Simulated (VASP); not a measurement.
# VN2 (I4/mcm) in VASP: notebook

The runs below take VN2 through single point, with PBE.

Everything below comes from runs of VASP 6.6.1. Logs are shortened: lines on timing, memory, paths and dates and some standing lists are left out, and cuts for length are marked.

## (1) The cell of the first run

The structure is tetragonal, space group I4/mcm (No. 140). Conventional cell: a = 4.301 Å, b = 4.301 Å, c = 4.983 Å, α = 90.00°, β = 90.00°, γ = 90.00°. V (site symmetry 422) has 8 N at 2.13 Å and 2 V at 2.49 Å within 2.8 Å. N (site symmetry m2m) has 1 N at 1.40 Å within 1.9 Å.

## (2) Single point, PBE

INCAR

```
SYSTEM = VN2
  ALGO = Normal
  EDIFF = 1E-7
  ENCUT = 520
  GGA = PE
  ISIF = 2
  ISMEAR = 0
  LASPH = .True.
  LCHARG = .False.
  LREAL = .False.
  LWAVE = .False.
  NBANDS = 32
  NELM = 100
  PREC = Accurate
  SIGMA = 0.1
```

KPOINTS

```
k-points
0
Gamma
  1 1 1
  0 0 0
```

POSCAR

```
VN2
1.0
   -2.1507500000      2.1507500000      2.4913500000
    2.1507500000     -2.1507500000      2.4913500000
    2.1507500000      2.1507500000     -2.4913500000
V N
2 4
Direct
    0.2500000000      0.2500000000      0.0000000000
    0.7500000000      0.7500000000      0.0000000000
    0.1151000000      0.6151000000      0.7302000000
    0.6151000000      0.8849000000      0.5000000000
    0.8849000000      0.3849000000      0.2698000000
    0.3849000000      0.1151000000      0.5000000000
```

Potentials or basis: VASP PAW PBE potentials, release 64 (V_sv, N).

Run with:

```bash
cat potpaw_PBE.64/V_sv/POTCAR potpaw_PBE.64/N/POTCAR > POTCAR
mpirun -np 1 vasp_gam > vasp.out
```

OUTCAR:

```text
SYSTEM = VN2
   EDIFF = 1E-7
   ENCUT = 520
   GGA = PE
   ISIF = 2
   ISMEAR = 0
   LASPH = .True.
   LREAL = .False.
   NELM = 100
   PREC = Accurate

 ion  position               nearest neighbor table
   1  0.250  0.250  0.000-   5 2.13   3 2.13   4 2.13   6 2.13   6 2.13   3 2.13   4 2.13   5 2.13
                             2 2.49   2 2.49
   2  0.750  0.750  0.000-   5 2.13   3 2.13   4 2.13   6 2.13   4 2.13   6 2.13   3 2.13   5 2.13
                             1 2.49   1 2.49
   3  0.115  0.615  0.730-   5 1.40   1 2.13   1 2.13   2 2.13   2 2.13
   4  0.615  0.885  0.500-   6 1.40   2 2.13   1 2.13   2 2.13   1 2.13
   5  0.885  0.385  0.270-   3 1.40   2 2.13   1 2.13   2 2.13   1 2.13
   6  0.385  0.115  0.500-   4 1.40   1 2.13   2 2.13   1 2.13   2 2.13

  LATTYP: Found a body centered tetragonal cell.
 ALAT       =     4.3015000000
 C/A-ratio  =     1.1583633616

  Lattice vectors:

 A1 = (  -2.1507500000,   2.1507500000,   2.4913500000)
 A2 = (   2.1507500000,  -2.1507500000,   2.4913500000)
 A3 = (   2.1507500000,   2.1507500000,  -2.4913500000)

Analysis of symmetry for initial positions (statically):
=====================================================================
 Subroutine PRICEL returns:
 Original cell was already a primitive cell.

 Routine SETGRP: Setting up the symmetry group for a
 body centered tetragonal supercell.

 Subroutine GETGRP returns: Found 16 space group operations
 (whereof  8 operations were pure point group operations)
 out of a pool of 16 trial point group operations.

The static configuration has the point symmetry C_4h.
 The point group associated with its full space group is D_4h.

Analysis of symmetry for dynamics (positions and initial velocities):
=====================================================================
 Subroutine PRICEL returns:
 Original cell was already a primitive cell.

 Routine SETGRP: Setting up the symmetry group for a
 body centered tetragonal supercell.

 Subroutine GETGRP returns: Found 16 space group operations
 (whereof  8 operations were pure point group operations)
 out of a pool of 16 trial point group operations.

The dynamic configuration has the point symmetry C_4h.
 The point group associated with its full space group is D_4h.

 Subroutine INISYM returns: Found 16 space group operations
 (whereof  8 operations are pure point group operations),
 and found     1 'primitive' translations

----------------------------------------------------------------------------------------
[... 81 lines left out ...]
   IBRION =     -1    ionic relax: 0-MD 1-quasi-New 2-CG
   NFREE  =      0    steps in history (QN), initial steepest desc. (CG)
   ISIF   =      2    stress and relaxation
   ISYM   =      2    0-nonsym 1-usesym 2-fastsym
   POTIM  = 0.5000    time-step for ionic-motion
   TEBEG  =    0.0;   TEEND  =   0.0 temperature during run
   PSTRESS=    0.0 pullay stress
   NELECT =      46.0000    total number of electrons
   NUPDOWN=      -1.0000    fix difference up-down
   EMIN   =  10.00;   EMAX   =-10.00  energy-range for DOS
   EFERMI =   0.00;   METHOD = LEGACY
   ISMEAR =     0;   SIGMA  =   0.10  broadening in eV -4-tet -1-fermi 0-gaus
   EFERMI_NEDOS =   21; number of points for ismear=-14 and -15
   IALGO  =     38    algorithm
   IMIX   =      4    mixing-type and parameters
     AMIX     =   0.40;   BMIX     =  1.00
     AMIX_MAG =   1.60;   BMIX_MAG =  1.00
  volume/ion in A,a.u.               =       7.68        51.85
  Fermi-wavevector in a.u.,A,eV,Ry     =   1.635947  3.091492 36.413581  2.676323
  Thomas-Fermi vector in A             =   2.727335
   LORBIT       =      0    0 simple, 1 ext, 2 COOP (PROOUT), +10 PAW based schemes
   GGA     = PE    functional components
   LHFCALC =     F    Hartree Fock is set to
   AEXX    =    0.0000 exact exchange contribution
   IVDW    =     0    specifies the selected vdW correction
   LEPSILON=     F    determine dielectric tensor
   LRPA    =     F    only Hartree local field effects (RPA)
 non-spin polarized calculation
 Gauss-broadening in eV      SIGMA  =   0.10
  energy-cutoff  :      520.00
  volume of cell :       46.10
 maximum number of plane-waves:       629
 NGX is ok and might be reduce to    30
   NGX = 15   NGY = 15   NGZ = 15

 number of electron      46.0000010 magnetization

 Free energy of the ion-electron system (eV)
  ---------------------------------------------------
  ext. energy  EPLUGINS =         0.00000000
  ---------------------------------------------------
  free energy    TOTEN  =       -53.13071709 eV

  energy without entropy =      -53.13071709  energy(sigma->0) =      -53.13071709

 E-fermi :   9.6723     XC(G=0): -13.7274

 val. band max:        8.9792760530   @ k =   0.0000   0.0000   0.0000
 cond. band min:      11.0005376626   @ k =   0.0000   0.0000   0.0000
 fundamental gap:      2.0212616096
 Fermi energy:         9.6723279554

 k-point     1 :       0.0000    0.0000    0.0000
  band No.  band energies     occupation
      1     -55.7444      2.00000
      2     -55.5910      2.00000
      3     -29.8651      2.00000
      4     -29.4360      2.00000
      5     -29.4360      2.00000
      6     -29.4299      2.00000
[... 24 lines left out ...]
     31      12.7857      0.00000
     32      15.4801      0.00000

------------------------ aborting loop because EDIFF is reached ----------------------------------------

  FORCE on cell =-STRESS in cart. coord.  units (eV):
  Direction    XX          YY          ZZ          XY          YZ          ZX
  --------------------------------------------------------------------------------------
  -------------------------------------------------------------------------------------
  Total       -2.2882214     -2.2882214      3.2284752      0.0000000      0.0000000      0.0000000
  in kB      -79.5305574    -79.5305574    112.2104835      0.0000000      0.0000000      0.0000000
  external PRESSURE =     -15.6168771 kB  Pullay stress =       0.0000000 kB

 VOLUME and BASIS-vectors are now :
 -----------------------------------------------------------------------------
  energy-cutoff  :      520.00
  volume of cell :       46.10
      direct lattice vectors                 reciprocal lattice vectors
    -2.150750000  2.150750000  2.491350000     0.000000000  0.232477043  0.200694403
     2.150750000 -2.150750000  2.491350000     0.232477043  0.000000000  0.200694403
     2.150750000  2.150750000 -2.491350000     0.232477043  0.232477043  0.000000000

 POSITION                                       TOTAL-FORCE (eV/Angst)
 -----------------------------------------------------------------------------------
      0.00000      0.00000      1.24568        -0.000000     -0.000000      0.000000
      0.00000      0.00000      3.73703        -0.000000      0.000000      0.000000
      2.64585      0.49510      0.00000         0.198684      0.198684     -0.000000
      1.65565      0.49510      2.49135        -0.198684      0.198684      0.000000
     -0.49510      1.65565      2.49135        -0.198684     -0.198684      0.000000
      0.49510      1.65565      0.00000         0.198684     -0.198684      0.000000
 -----------------------------------------------------------------------------------
    total drift:                                0.000000      0.000000     -0.000000

  FREE ENERGIE OF THE ION-ELECTRON SYSTEM (eV)
  ---------------------------------------------------
  free  energy   TOTEN  =       -53.1307170931 eV

  energy  without entropy=      -53.1307170931  energy(sigma->0) =      -53.13071709
```

It took 4.5 s on 1 thread of Intel Xeon 6975P-C (Granite Rapids), shared host; peak memory 0.15 GiB.

Results:

```yaml
Free_energy: -53.1307 eV
Pressure: -1.6 GPa
Largest_force: 0.281 eV/Å
Band_gap_on_the_k_mesh: 2.02 eV
```

Forces on the atoms (eV/Å):
```
V    0.000  0.000  0.000
V    0.000  0.000  0.000
N    0.199  0.199  0.000
N   -0.199  0.199  0.000
N   -0.199 -0.199  0.000
N    0.199 -0.199  0.000
```

Levels at points of the mesh, in eV from the valence-band top:
```tsv
k point	band 20	band 21	band 22	band 23	band 24	band 25	band 26	band 27
(0.00, 0.00, 0.00)	-0.82	-0.73	0.00	0.00	2.02	2.20	2.20	2.94
```

Caveat: the k points lie up to 2.07 Å⁻¹ apart. As with any semilocal functional, this PBE gap is likely too small.

## (3) Single point, PBE

INCAR

```
SYSTEM = VN2
PREC = Accurate
ENCUT = 520
EDIFF = 1E-6
ISMEAR = 0
SIGMA = 0.1
LREAL = .False.
LASPH = .True.
NELM = 80
ALGO = Normal
ISIF = 2
LWAVE = .False.
LCHARG = .True.
GGA = PE
LELF = .True.
LVHAR = .True.
NBANDS = 32
```

KPOINTS

```
regular mesh
0
Gamma
  2 2 2
  0 0 0
```

POSCAR is that of step 2.

Potentials or basis: VASP PAW PBE potentials, release 64 (V_sv, N).

Run with:

```bash
cat potpaw_PBE.64/V_sv/POTCAR potpaw_PBE.64/N/POTCAR > POTCAR
mpirun -np 1 vasp_std > vasp.out
```

Wall time 6.3 s (1 thread of Intel Xeon 6975P-C (Granite Rapids), shared host); peak memory 0.16 GiB.

It converged, with:

- Free energy: -52.7486 eV
- Pressure: 3.1 GPa
- Largest force: 0.003 eV/Å
- Band gap on the k mesh: zero (band 23 reaches 11.54 eV, above the bottom of band 24 at 11.42 eV)

Forces on the atoms (eV/Å):
```
V    0.000  0.000  0.000
V    0.000  0.000  0.000
N    0.002  0.002  0.000
N   -0.002  0.002  0.000
N   -0.002 -0.002  0.000
N    0.002 -0.002  0.000
```

Stress tensor (GPa, compression positive):
```
-0.79  0.00  0.00
 0.00 -0.79  0.00
 0.00  0.00 10.78
```

Levels at points of the mesh, in eV from the Fermi level:
| k point | band 20 | band 21 | band 22 | band 23 | band 24 | band 25 | band 26 | band 27 |
| --- | --- | --- | --- | --- | --- | --- | --- | --- |
| (0.00, 0.00, 0.00) | -3.02 | -2.63 | -2.62 | -2.62 | 0.80 | 0.85 | 0.85 | 1.37 |
| (0.50, 0.00, 0.00) | -3.42 | -3.18 | -3.18 | 0.06 | 0.06 | 0.74 | 0.74 | 1.07 |
| (0.50, 0.50, 0.00) | -4.63 | -2.76 | -2.67 | -1.41 | 0.02 | 0.72 | 1.10 | 1.88 |
| (0.50, 0.50, 0.50) | -2.18 | -2.18 | -0.27 | -0.25 | -0.06 | -0.03 | 0.08 | 1.87 |

Caveat: the k points lie up to 1.03 Å⁻¹ apart; the run has no spin polarisation, though such a crystal can be magnetic. With open d or f shells a metallic result of PBE can be an artefact of self-interaction; +U or a hybrid may open a gap.

## (4) Single point, PBE

INCAR

```
SYSTEM = VN2
  PREC = Accurate
  ENCUT = 520
  EDIFF = 1E-7
  ISMEAR = 0
  SIGMA = 0.1
  LREAL = .FALSE.
  LASPH = .TRUE.
  NELM = 80
  ALGO = Normal
  ISIF = 2
  LWAVE = .FALSE.
  LCHARG = .FALSE.
  GGA = PE
  NBANDS = 32
```

KPOINTS

```
regular mesh
0
G
  4 4 4
  0 0 0
```

POSCAR is that of step 3.

Run with:

```bash
cat potpaw_PBE.64/V_sv/POTCAR potpaw_PBE.64/N/POTCAR > POTCAR
mpirun -np 1 vasp_std > vasp.out
```

It took 13 s on 1 thread of Intel Xeon 6975P-C (Granite Rapids), shared host; peak memory 0.17 GiB.

Results (log left out):

```
Free energy            : -53.3195 eV
Pressure               : -0.2 GPa
Largest force          : 0.425 eV/Å
Band gap on the k mesh : zero (band 23 reaches 11.62 eV, above the bottom of band 24 at 11.36 eV)
```

Forces in eV/Å, atoms in the order of the input:
```
V    0.000  0.000  0.000
V    0.000  0.000  0.000
N   -0.300 -0.300  0.000
N    0.300 -0.300  0.000
N    0.300  0.300  0.000
N   -0.300  0.300  0.000
```

Stress tensor (GPa, compression positive):
```
 0.25  0.00  0.00
 0.00  0.25  0.00
 0.00  0.00 -1.23
```

Levels at points of the mesh, in eV from the Fermi level:
```
           k point  band 21  band 22  band 23  band 24  band 25  band 26
(0.00, 0.00, 0.00)    -2.69    -2.65    -2.65     0.71     0.90     0.90
(0.50, 0.00, 0.00)    -3.21    -3.21     0.14     0.14     0.70     0.70
(0.50, 0.50, 0.00)    -2.82    -2.59    -1.41    -0.04     0.78     1.06
(0.50, 0.50, 0.50)    -2.17    -0.31    -0.19    -0.12    -0.12    -0.03
```

Caveat: the k points lie up to 0.52 Å⁻¹ apart; the run has no spin polarisation, though such a crystal can be magnetic.

## (5) Overview

```tsv
k mesh	gap on the mesh (eV)	pressure (GPa)	largest force (eV/Å)
1 × 1 × 1	2.02	-1.6	0.28
2 × 2 × 2	none	3.1	-
4 × 4 × 4	none	-0.2	0.42
```

Alike in all rows: task single point; level PBE; potentials or basis VASP PAW PBE potentials, release 64 (V_sv, N); no spin polarisation; cell as given; cutoff (eV) 520; smearing gaussian 0.1 eV.

Caveats: all runs use coarse meshes; the run has no spin polarisation, though such a crystal can be magnetic (some runs).

Total energies depend on the potentials used, so only differences within one code and one set of settings carry meaning.
